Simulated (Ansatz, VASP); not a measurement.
## One calculation of ZnS, two programs

```
Zn S
1.0
     0.00000    2.53102    2.53102
     2.53102    0.00000    2.53102
     2.53102    2.53102    0.00000
Zn S
1 1
Direct
  0.00000 0.00000 0.00000
  0.50000 0.50000 0.50000
```

Alike in both runs: task single point; functional PBE0; k mesh 4 × 4 × 4; occupations fermi-dirac, width 0.02 eV; no spin polarisation.

|  | VASP | Ansatz |
| --- | --- | --- |
| version | VASP 6.6.1 | Ansatz 0.2.0 |
| potentials or method | VASP PAW PBE potentials, release 64 (Zn, S) | plane waves |
| plane-wave cutoff (eV) | 520 | 420 |
| valence electrons in the cell | 18 | 18 |

```tsv
	VASP	Ansatz	Ansatz less VASP
gap on the k mesh at the Fermi level (eV)	1.58	1.56	-0.019
pressure (GPa)	1.4	1.5	+0.12
```

Ansatz's warnings: stress exchange threshold loose, stress scf threshold loose.

The k mesh is coarse, so the values compare programs but aren't converged.
